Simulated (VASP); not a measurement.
# BP24 (a cell with a defect) in VASP: single point with PBE+D3(BJ)

Aim: the single point of BP24 (a cell with a defect) with PBE+D3(BJ).

All numbers are computed with VASP 6.6.1; they aren't measurements. Logs are shortened: lines on timing, memory, paths and dates and some standing lists are left out, and cuts for length are marked.

## Step 1: The cell of the first run

The cell holds a defect, 25 atoms: a = 8.256 Å, b = 8.256 Å, c = 8.256 Å, α = 103.78°, β = 105.74°, γ = 119.38°.

## Step 2: Single point, PBE+D3(BJ)

The input, INCAR:

```
SYSTEM = BP24
PREC = Accurate
ENCUT = 520
EDIFF = 1E-6
ISMEAR = 0
SIGMA = 0.1
LREAL = Auto
LASPH = .True.
NELM = 80
ALGO = Normal
ISIF = 2
LWAVE = .False.
LCHARG = .False.
GGA = PE
IVDW = 12
NBANDS = 80
```

The input, KPOINTS:

```
Automatic mesh
0
Gamma
  4 4 4
  0.5 0.5 0.5
```

The input, POSCAR:

```
BP24
1.0
    4.9837863878     -5.0957603402     -4.1668625431
   -4.9837863878      5.0957603402     -4.1668625431
    4.9837863878      5.0957603402      4.1668625431
P B
24 1
Direct
    0.1980353039      0.4431860403      0.5503752949
    0.6992811043      0.9220169021      0.5789214089
    0.8725183752      0.4383236230      0.2184373526
    0.4926003828      0.3987741231      0.8751157503
    0.0886500570      0.9057543917      0.8792641016
    0.3805489250      0.9486806254      0.2406004073
    0.4240663194      0.1325154882      0.0728403884
    0.8280166189      0.5406141335     -0.0162289448
    0.0441482070      0.0959190095      0.7324719273
    0.7186313786      0.1023399918      0.4118174849
    0.2173854516      0.6296402068      0.3894024515
    0.5361177509      0.6100515045      0.7347983541
    0.6247137114      0.0635085375      0.7877794087
    0.1301262363      0.5709554643      0.7740925083
    0.3396697208      0.1206001707      0.4627662542
    0.9240821939      0.0527772375      0.1033367360
    0.4632608900      0.5712915300      0.1072938508
    0.8005331166      0.5745319679      0.4377548278
    0.4534057859      0.3940329830      0.2746972937
    0.9925843779      0.9292544658      0.2953616250
    0.1161335660      0.3872217434      0.9406656312
    0.7865403459      0.3939662728      0.6074958761
    0.2919530911      0.9130658495      0.6054616060
    0.5769968614      0.8730964674      0.9475970314
    0.9583333928      0.8283113514      0.0366446123
```

Potentials or basis: VASP PAW PBE potentials, release 64 (P, B).

Run with:

```console
cat potpaw_PBE.64/P/POTCAR potpaw_PBE.64/B/POTCAR > POTCAR
mpirun -np 1 vasp_std > vasp.out
```

OUTCAR:

```text
SYSTEM = BP24
   PREC = Accurate
   ENCUT = 520
   EDIFF = 1E-6
   ISMEAR = 0
   LREAL = Auto
   LASPH = .True.
   NELM = 80
   ISIF = 2
   GGA = PE
   IVDW = 12
 IVDW          = 12

 ion  position               nearest neighbor table
   1  0.198  0.443  0.550-  12 2.22  11 2.24  14 2.25
   2  0.699  0.922  0.579-   9 2.22  10 2.24  13 2.24
   3  0.873  0.438  0.218-  11 2.22  18 2.27   8 2.30   7 2.91
   4  0.493  0.399  0.875-   8 2.19  17 2.25  12 2.26   9 2.91
   5  0.089  0.906  0.879-  25 1.93   7 2.19   9 2.30  14 2.91  16 2.94
   6  0.381  0.949  0.241-  10 2.22  15 2.25   7 2.26
   7  0.424  0.133  0.073-   5 2.19  19 2.25   6 2.26   3 2.91
   8  0.828  0.541  0.984-  25 1.93   4 2.19   3 2.30  22 2.91  20 2.94
   9  0.044  0.096  0.732-   2 2.22  21 2.27   5 2.30   4 2.91
  10  0.719  0.102  0.412-   6 2.22   2 2.24  22 2.25
  11  0.217  0.630  0.389-   3 2.22   1 2.24  23 2.24
  12  0.536  0.610  0.735-   1 2.22  24 2.25   4 2.26
  13  0.625  0.064  0.788-  23 2.21  24 2.24   2 2.24
  14  0.130  0.571  0.774-  22 2.22   1 2.25  21 2.26  24 2.88   5 2.91
  15  0.340  0.121  0.463-  20 2.23  23 2.24   6 2.25  22 2.88
  16  0.924  0.053  0.103-  25 1.98  20 2.17  24 2.23   5 2.94
  17  0.463  0.571  0.107-  19 2.23  21 2.24   4 2.25
  18  0.801  0.575  0.438-  19 2.24  22 2.26   3 2.27
  19  0.453  0.394  0.275-  17 2.23  18 2.24   7 2.25
  20  0.993  0.929  0.295-  25 1.98  16 2.17  15 2.23   8 2.94
  21  0.116  0.387  0.941-  17 2.24  14 2.26   9 2.27
  22  0.787  0.394  0.607-  14 2.22  10 2.25  18 2.26  15 2.88   8 2.91
  23  0.292  0.913  0.605-  13 2.21  15 2.24  11 2.24
  24  0.577  0.873  0.948-  16 2.23  13 2.24  12 2.25  14 2.88
  25  0.958  0.828  0.037-   5 1.93   8 1.93  20 1.98  16 1.98

  LATTYP: Found a body centered orthorhombic cell.
 ALAT       =     8.3337250862
 B/A-ratio  =     1.1960525062
 C/A-ratio  =     1.2229249915

  Lattice vectors:

 A1 = (   4.9837863878,  -5.0957603402,   4.1668625431)
 A2 = (  -4.9837863878,  -5.0957603402,  -4.1668625431)
 A3 = (   4.9837863878,   5.0957603402,  -4.1668625431)

Analysis of symmetry for initial positions (statically):
=====================================================================
 Subroutine PRICEL returns:
 Original cell was already a primitive cell.

 Routine SETGRP: Setting up the symmetry group for a
 body centered orthorhombic supercell.

 Subroutine GETGRP returns: Found  2 space group operations
 (whereof  1 operations were pure point group operations)
 out of a pool of  8 trial point group operations.

The static configuration has the point symmetry C_1 .
 The point group associated with its full space group is C_2 .

Analysis of symmetry for dynamics (positions and initial velocities):
=====================================================================
[... 166 lines left out ...]
   NUPDOWN=      -1.0000    fix difference up-down
   EMIN   =  10.00;   EMAX   =-10.00  energy-range for DOS
   EFERMI =   0.00;   METHOD = LEGACY
   ISMEAR =     0;   SIGMA  =   0.10  broadening in eV -4-tet -1-fermi 0-gaus
   EFERMI_NEDOS =   21; number of points for ismear=-14 and -15
   IALGO  =     38    algorithm
   IMIX   =      4    mixing-type and parameters
     AMIX     =   0.40;   BMIX     =  1.00
     AMIX_MAG =   1.60;   BMIX_MAG =  1.00
  volume/ion in A,a.u.               =      16.93       114.26
  Fermi-wavevector in a.u.,A,eV,Ry     =   1.084336  2.049099 15.997530  1.175785
  Thomas-Fermi vector in A             =   2.220424
   LORBIT       =      0    0 simple, 1 ext, 2 COOP (PROOUT), +10 PAW based schemes
   GGA     = PE    functional components
   LHFCALC =     F    Hartree Fock is set to
   AEXX    =    0.0000 exact exchange contribution
   IVDW    =    12    specifies the selected vdW correction
   LEPSILON=     F    determine dielectric tensor
   LRPA    =     F    only Hartree local field effects (RPA)
 non-spin polarized calculation
 Gauss-broadening in eV      SIGMA  =   0.10
  energy-cutoff  :      520.00
  volume of cell :      423.29
 maximum number of plane-waves:     11439
 NGX is ok and might be reduce to    64
   NGX = 31   NGY = 31   NGZ = 31

 number of electron     122.9999999 magnetization

 Free energy of the ion-electron system (eV)
  ---------------------------------------------------
  ext. energy  EPLUGINS =         0.00000000
  ---------------------------------------------------
  free energy    TOTEN  =      -132.31154983 eV

  energy without entropy =     -132.28992935  energy(sigma->0) =     -132.30073959

 E-fermi :   7.3353     XC(G=0): -10.3810

 val. band max:        7.2977052787   @ k =  -0.1250   0.3750  -0.3750
 cond. band min:       7.3481003626   @ k =  -0.3750  -0.3750   0.1250
 fundamental gap:      0.0503950839
 Fermi energy:         7.3353468812

 k-point     1 :       0.1250    0.1250    0.1250
  band No.  band energies     occupation
      1      -8.2414      2.00000
      2      -7.3415      2.00000
      3      -7.1510      2.00000
      4      -6.7830      2.00000
      5      -6.2317      2.00000
      6      -5.9786      2.00000
[... 1661 lines left out ...]
     72       9.2570      0.00000
     73       9.4024      0.00000
 [bands above 73 left out]

------------------------ aborting loop because EDIFF is reached ----------------------------------------

 Edisp (eV)   -9.92506

 E8    (eV) :    -3.7471

  FORCE on cell =-STRESS in cart. coord.  units (eV):
  Direction    XX          YY          ZZ          XY          YZ          ZX
  --------------------------------------------------------------------------------------
  -------------------------------------------------------------------------------------
  Total      -2.79406     0.02580     0.34498     0.00000     0.00000    -8.00340
  in kB     -10.57570     0.09764     1.30577     0.00000     0.00000   -30.29338
  external pressure =       -3.06 kB  Pullay stress =        0.00 kB

 VOLUME and BASIS-vectors are now :
 -----------------------------------------------------------------------------
  energy-cutoff  :      520.00
  volume of cell :      423.29
      direct lattice vectors                 reciprocal lattice vectors
     4.983786388 -5.095760340 -4.166862543     0.100325327  0.000000000 -0.119994359
    -4.983786388  5.095760340 -4.166862543     0.000000000  0.098120784 -0.119994359
     4.983786388  5.095760340  4.166862543     0.100325327  0.098120784  0.000000000

 POSITION                                       TOTAL-FORCE (eV/Angst)
 -----------------------------------------------------------------------------------
      1.52117      4.05381     -0.37854         0.006609      0.036857     -0.032807
      1.77515      4.08505     -4.34344        -0.000643      0.037724     -0.042433
      3.25258     -1.09945     -4.55190         0.005753      0.035521     -0.033262
      4.82900      3.98126     -0.06775         0.004645      0.037772     -0.052766
      0.30979      8.64429     -0.47977         0.005969      0.033995     -0.035259
     -1.63235      4.12111     -4.53617         0.004220      0.036933     -0.045139
[... 17 lines left out ...]
      3.24692      6.33758     -2.09383         0.008481     -0.046131     -0.050587
      0.83063     -0.47583     -7.29201         0.000000      0.019622      0.000000
 -----------------------------------------------------------------------------------
    total drift:                               -0.000053     -0.002499     -0.003066

  FREE ENERGIE OF THE ION-ELECTRON SYSTEM (eV)
  ---------------------------------------------------
  free  energy   TOTEN  =      -142.2366072927 eV

  energy  without entropy=     -142.2149868151  energy(sigma->0) =     -142.22579705
```

OSZICAR:

```text
N       E                     dE             d eps       ncg     rms          rms(c)
DAV:   1     0.477354201558E+03    0.47735E+03   -0.52151E+04  3520   0.133E+03
DAV:   2    -0.886796444133E+02   -0.56603E+03   -0.54181E+03  4232   0.215E+02
DAV:   3    -0.133056117831E+03   -0.44376E+02   -0.43133E+02  4392   0.559E+01
DAV:   4    -0.134474040263E+03   -0.14179E+01   -0.14021E+01  4480   0.108E+01
DAV:   5    -0.134515144129E+03   -0.41104E-01   -0.40991E-01  4464   0.172E+00    0.261E+01
DAV:   6    -0.132427614308E+03    0.20875E+01   -0.65612E+00  4480   0.833E+00    0.152E+01
DAV:   7    -0.132351276426E+03    0.76338E-01   -0.28110E+00  4256   0.436E+00    0.492E+00
DAV:   8    -0.132311378058E+03    0.39898E-01   -0.32492E-01  4112   0.180E+00    0.145E+00
DAV:   9    -0.132311737806E+03   -0.35975E-03   -0.58085E-02  4280   0.782E-01    0.402E-01
DAV:  10    -0.132311433705E+03    0.30410E-03   -0.62661E-03  4200   0.241E-01    0.216E-01
DAV:  11    -0.132311524688E+03   -0.90983E-04   -0.97422E-04  4368   0.960E-02    0.768E-02
DAV:  12    -0.132311540102E+03   -0.15413E-04   -0.18322E-04  4320   0.387E-02    0.397E-02
DAV:  13    -0.132311548176E+03   -0.80742E-05   -0.51514E-05  4240   0.238E-02    0.109E-02
DAV:  14    -0.132311549514E+03   -0.13380E-05   -0.69138E-06  4160   0.951E-03    0.104E-02
DAV:  15    -0.132311549832E+03   -0.31784E-06   -0.15575E-06  2424   0.389E-03
   1 F= -.14223661E+03 E0= -.14222580E+03  d E =-.216205E-01
```

Wall time 13 min (1 thread of AMD EPYC 9R45 (Zen 5), shared host); peak memory 0.77 GiB.

Results:

```
Free energy                : -142.2366 eV
Pressure                   : -0.3 GPa
Largest force              : 0.069 eV/Å
Band gap on the k mesh     : zero (an odd number of electrons rules out a gap without spin polarisation)
Dispersion energy per atom : -0.397 eV
```

Forces in eV/Å, atoms in the order of the input:
```
P    0.007  0.037 -0.033
P   -0.001  0.038 -0.042
P    0.006  0.036 -0.033
P    0.005  0.038 -0.053
P    0.006  0.034 -0.035
P    0.004  0.037 -0.045
P   -0.005  0.038  0.053
P   -0.006  0.034  0.035
P   -0.006  0.036  0.033
P   -0.007  0.037  0.033
P    0.001  0.038  0.042
P   -0.004  0.037  0.045
P   -0.008 -0.039  0.040
P   -0.004 -0.045  0.041
P   -0.008 -0.046  0.051
P    0.030 -0.018  0.055
P    0.000 -0.043  0.044
P   -0.006 -0.037  0.044
P    0.000 -0.043 -0.044
P   -0.030 -0.018 -0.055
P    0.006 -0.037 -0.044
P    0.004 -0.045 -0.041
P    0.008 -0.039 -0.040
P    0.008 -0.046 -0.051
B    0.000  0.020  0.000
```

Stress tensor (GPa, compression positive):
```
-1.06  0.00 -3.03
 0.00  0.01  0.00
-3.03  0.00  0.13
```

The gap in the log of VASP goes by the Fermi energy; the results here count the filled bands.